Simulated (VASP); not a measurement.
# AlC (P4/mmm) in VASP: notebook

The runs below take AlC through single point, with PBE.

All numbers are computed with VASP 6.6.1; they aren't measurements. Logs are shortened: lines on timing, memory, paths and dates and some standing lists are left out, and cuts for length are marked.

## (1) The cell of the first run

Symmetry: P4/mmm, No. 123, tetragonal system. The conventional cell has a = 2.686 Å, b = 2.686 Å, c = 2.714 Å, α = 90.00°, β = 90.00°, γ = 90.00°. Al (site symmetry 4/mmm) has 8 C at 2.33 Å and 6 Al at 2.69 to 2.71 Å within 3.1 Å. Within 3.1 Å of C (site symmetry 4/mmm) lie 8 Al at 2.33 Å and 6 C at 2.69 to 2.71 Å.

## (2) Single point, PBE

Input file INCAR:

```
SYSTEM = AlC
PREC = Accurate
ENCUT = 600
EDIFF = 1E-6
ISMEAR = 0
SIGMA = 0.2
LREAL = .FALSE.
LASPH = .TRUE.
NELM = 120
ALGO = Normal
ISIF = 2
LWAVE = .FALSE.
LCHARG = .FALSE.
GGA = PE
NBANDS = 10
GGA_COMPAT = .FALSE.
```

Input file KPOINTS:

```
regular mesh
0
G
  6 6 5
  0 0 0
```

Input file POSCAR:

```
AlC
1.0
    2.6856323000      0.0000000000      0.0000000000
    0.0000000000      2.6856323000      0.0000000000
    0.0000000000      0.0000000000      2.7135315349
Al C
1 1
Direct
    0.0000000000      0.0000000000      0.0000000000
    0.5000000000      0.5000000000      0.5000000000
```

Potentials or basis: VASP PAW PBE potentials, release 64 (Al, C).

On the command line:

```bash
$ cat potpaw_PBE.64/Al/POTCAR potpaw_PBE.64/C/POTCAR > POTCAR
$ mpirun -np 1 vasp_std > vasp.out
```

OUTCAR:

```text
SYSTEM = AlC
   PREC = Accurate
   ENCUT = 600
   EDIFF = 1E-6
   ISMEAR = 0
   LREAL = .FALSE.
   LASPH = .TRUE.
   NELM = 120
   ISIF = 2
   GGA = PE

 ion  position               nearest neighbor table
   1  0.000  0.000  0.000-   2 2.33   2 2.33   2 2.33   2 2.33   2 2.33   2 2.33   2 2.33   2 2.33

   2  0.500  0.500  0.500-   1 2.33   1 2.33   1 2.33   1 2.33   1 2.33   1 2.33   1 2.33   1 2.33

  LATTYP: Found a simple tetragonal cell.
 ALAT       =     2.6856323000
 C/A-ratio  =     1.0103883301

  Lattice vectors:

 A1 = (   2.6856323000,   0.0000000000,   0.0000000000)
 A2 = (   0.0000000000,   2.6856323000,   0.0000000000)
 A3 = (   0.0000000000,   0.0000000000,   2.7135315349)

Analysis of symmetry for initial positions (statically):
=====================================================================
 Subroutine PRICEL returns:
 Original cell was already a primitive cell.

 Routine SETGRP: Setting up the symmetry group for a
 simple tetragonal supercell.

 Subroutine GETGRP returns: Found 16 space group operations
 (whereof 16 operations were pure point group operations)
 out of a pool of 16 trial point group operations.

The static configuration has the point symmetry D_4h.

Analysis of symmetry for dynamics (positions and initial velocities):
=====================================================================
 Subroutine PRICEL returns:
 Original cell was already a primitive cell.

 Routine SETGRP: Setting up the symmetry group for a
 simple tetragonal supercell.

 Subroutine GETGRP returns: Found 16 space group operations
 (whereof 16 operations were pure point group operations)
 out of a pool of 16 trial point group operations.

The dynamic configuration has the point symmetry D_4h.

 Subroutine INISYM returns: Found 16 space group operations
 (whereof 16 operations are pure point group operations),
 and found     1 'primitive' translations

----------------------------------------------------------------------------------------

                                     Primitive cell

  volume of cell :      19.5717

  direct lattice vectors                    reciprocal lattice vectors
     2.685632300  0.000000000  0.000000000     0.372351792  0.000000000  0.000000000
     0.000000000  2.685632300  0.000000000     0.000000000  0.372351792  0.000000000
     0.000000000  0.000000000  2.713531535     0.000000000  0.000000000  0.368523449

  length of vectors
     2.685632300  2.685632300  2.713531535     0.372351792  0.372351792  0.368523449

  position of ions in fractional coordinates (direct lattice)
[... 82 lines left out ...]
   NSW    =      0    number of steps for IOM
   IBRION =     -1    ionic relax: 0-MD 1-quasi-New 2-CG
   NFREE  =      0    steps in history (QN), initial steepest desc. (CG)
   ISIF   =      2    stress and relaxation
   ISYM   =      2    0-nonsym 1-usesym 2-fastsym
   POTIM  = 0.5000    time-step for ionic-motion
   TEBEG  =    0.0;   TEEND  =   0.0 temperature during run
   PSTRESS=    0.0 pullay stress
   NELECT =       7.0000    total number of electrons
   NUPDOWN=      -1.0000    fix difference up-down
   EMIN   =  10.00;   EMAX   =-10.00  energy-range for DOS
   EFERMI =   0.00;   METHOD = LEGACY
   ISMEAR =     0;   SIGMA  =   0.20  broadening in eV -4-tet -1-fermi 0-gaus
   EFERMI_NEDOS =   21; number of points for ismear=-14 and -15
   IALGO  =     38    algorithm
   IMIX   =      4    mixing-type and parameters
     AMIX     =   0.40;   BMIX     =  1.00
     AMIX_MAG =   1.60;   BMIX_MAG =  1.00
  volume/ion in A,a.u.               =       9.79        66.04
  Fermi-wavevector in a.u.,A,eV,Ry     =   1.162068  2.195990 18.373333  1.350402
  Thomas-Fermi vector in A             =   2.298633
   LORBIT       =      0    0 simple, 1 ext, 2 COOP (PROOUT), +10 PAW based schemes
   GGA     = PE    functional components
   LHFCALC =     F    Hartree Fock is set to
   AEXX    =    0.0000 exact exchange contribution
   IVDW    =     0    specifies the selected vdW correction
   LEPSILON=     F    determine dielectric tensor
   LRPA    =     F    only Hartree local field effects (RPA)
 non-spin polarized calculation
 Gauss-broadening in eV      SIGMA  =   0.20
  energy-cutoff  :      600.00
  volume of cell :       19.57
 maximum number of plane-waves:       665
 NGX is ok and might be reduce to    24
   NGX = 11   NGY = 11   NGZ = 11

 number of electron       7.0000000 magnetization

 Free energy of the ion-electron system (eV)
  ---------------------------------------------------
  ext. energy  EPLUGINS =         0.00000000
  ---------------------------------------------------
  free energy    TOTEN  =       -10.43881457 eV

  energy without entropy =      -10.42348245  energy(sigma->0) =      -10.43114851

 E-fermi :   9.8280     XC(G=0): -11.7214

 val. band max:        9.7700246465   @ k =   0.3333   0.1667   0.4000
 cond. band min:       9.9961875803   @ k =   0.1667   0.0000   0.0000
 fundamental gap:      0.2261629338
 Fermi energy:         9.8279920325

 k-point     1 :       0.0000    0.0000    0.0000
  band No.  band energies     occupation
      1      -5.8638      2.00000
      2       9.4585      1.99101
      3       9.7110      1.59198
      4       9.7110      1.59198
      5      13.5534      0.00000
      6      15.6241      0.00000
      7      15.7668      0.00000
      8      25.2331      0.00000
      9      25.4140      0.00000
     10      25.4140      0.00000
[... 287 lines left out ...]
 k-point    24 :       0.5000    0.0000    0.4000
  band No.  band energies     occupation
      1      -0.2901      2.00000
      2       2.8465      2.00000
      3       4.2206      2.00000
      4       8.8036      2.00000
      5      12.1776      0.00000
      6      19.7417      0.00000
      7      20.1113      0.00000
      8      23.0744      0.00000
      9      23.5796      0.00000
     10      24.3524      0.00000

 [... further k-points ...]
[... 5 lines left out ...]
  --------------------------------------------------------------------------------------
  -------------------------------------------------------------------------------------
  Total       -0.0339568     -0.0339568     -0.0617530      0.0000000      0.0000000      0.0000000
  in kB       -2.7797719     -2.7797719     -5.0552265      0.0000000      0.0000000      0.0000000
  external PRESSURE =      -3.5382568 kB  Pullay stress =       0.0000000 kB

 VOLUME and BASIS-vectors are now :
 -----------------------------------------------------------------------------
  energy-cutoff  :      600.00
  volume of cell :       19.57
      direct lattice vectors                 reciprocal lattice vectors
     2.685632300  0.000000000  0.000000000     0.372351792  0.000000000  0.000000000
     0.000000000  2.685632300  0.000000000     0.000000000  0.372351792  0.000000000
     0.000000000  0.000000000  2.713531535     0.000000000  0.000000000  0.368523449

 POSITION                                       TOTAL-FORCE (eV/Angst)
 -----------------------------------------------------------------------------------
      0.00000      0.00000      0.00000         0.000000      0.000000      0.000000
      1.34282      1.34282      1.35677         0.000000      0.000000      0.000000
 -----------------------------------------------------------------------------------
    total drift:                                0.000000     -0.000000     -0.000000

  FREE ENERGIE OF THE ION-ELECTRON SYSTEM (eV)
  ---------------------------------------------------
  free  energy   TOTEN  =       -10.4388145726 eV

  energy  without entropy=      -10.4234824514  energy(sigma->0) =      -10.43114851
```

OSZICAR:

```text
N       E                     dE             d eps       ncg     rms          rms(c)
DAV:   1     0.716774840067E+01    0.71677E+01   -0.32983E+03   600   0.598E+02
DAV:   2    -0.104426967572E+02   -0.17610E+02   -0.16475E+02   796   0.978E+01
DAV:   3    -0.111557862679E+02   -0.71309E+00   -0.70711E+00   762   0.165E+01
DAV:   4    -0.111594936118E+02   -0.37073E-02   -0.37062E-02   718   0.129E+00
DAV:   5    -0.111595163792E+02   -0.22767E-04   -0.22767E-04   716   0.832E-02    0.437E+00
DAV:   6    -0.104624394465E+02    0.69708E+00   -0.27602E+00   642   0.689E+00    0.133E+00
DAV:   7    -0.104480534305E+02    0.14386E-01   -0.48824E-02   700   0.158E+00    0.859E-01
DAV:   8    -0.104388410958E+02    0.92123E-02   -0.92909E-03   646   0.651E-01    0.179E-01
DAV:   9    -0.104388154612E+02    0.25635E-04   -0.11343E-04   698   0.810E-02    0.824E-02
DAV:  10    -0.104388145726E+02    0.88860E-06   -0.65542E-06   720   0.204E-02
   1 F= -.10438815E+02 E0= -.10431149E+02  d E =-.153321E-01
```

stdout:

```text
POSCAR found type information on POSCAR AlC
 POSCAR found :  2 types and       2 ions
 scaLAPACK will be used
 LDA part: xc-table for (Slater+PW92), standard interpolation
 POSCAR, INCAR and KPOINTS ok, starting setup
 FFT: planning ... GRIDC
 FFT: planning ... GRID_SOFT
 FFT: planning ... GRID
 WAVECAR not read
 entering main loop
```

It took 3.8 s on 1 thread of Intel Xeon 6975P-C, shared host; peak memory 0.13 GiB.

Results:

| Item | Value |
| --- | --- |
| Free energy | -10.4388 eV |
| Pressure | -0.4 GPa |

Caveat: the k points lie up to 0.46 Å⁻¹ apart.

## (3) Single point, PBE

Input file INCAR:

```
SYSTEM = AlC
  PREC = Accurate
  ENCUT = 600
  EDIFF = 1E-6
  ISMEAR = 0
  SIGMA = 0.2
  LREAL = .FALSE.
  LASPH = .TRUE.
  NELM = 120
  ALGO = Normal
  ISIF = 2
  LWAVE = .FALSE.
  LCHARG = .FALSE.
  GGA = PE
  NBANDS = 10
  GGA_COMPAT = .FALSE.
```

Input file KPOINTS:

```
regular mesh
0
G
  7 7 6
  0 0 0
```

Input file POSCAR:

```
AlC
1.0
    2.7179024952      0.0000000000      0.0000000000
    0.0000000000      2.7179024952      0.0000000000
    0.0000000000      0.0000000000      2.6493968392
Al C
1 1
Direct
    0.5000000000      0.5000000000      0.5000000000
    0.0000000000      0.0000000000      0.0000000000
```

Potentials or basis: VASP PAW PBE potentials, release 64 (Al, C).

On the command line:

```bash
$ cat potpaw_PBE.64/Al/POTCAR potpaw_PBE.64/C/POTCAR > POTCAR
$ mpirun -np 1 vasp_std > vasp.out
```

It took 4.4 s on 1 thread of Intel Xeon 6975P-C, shared host; peak memory 0.13 GiB.

It converged, with:

| Quantity | Value |
| --- | --- |
| Free energy | -10.3987 eV |
| Pressure | -0.2 GPa |

Stress tensor (GPa, compression positive):
```
-0.12  0.00  0.00
 0.00 -0.12  0.00
 0.00  0.00 -0.37
```

Levels at points of the mesh, in eV from the Fermi level:
```tsv
k point	band 1	band 2	band 3	band 4	band 5	band 6	band 7	band 8
(0.00, 0.00, 0.00)	-15.65	-0.37	-0.37	0.26	3.68	5.71	6.22	15.41
(0.00, 0.00, 0.50)	-12.19	-9.30	1.11	1.11	6.37	8.43	9.56	10.57
```

Caveat: the k points lie up to 0.40 Å⁻¹ apart.
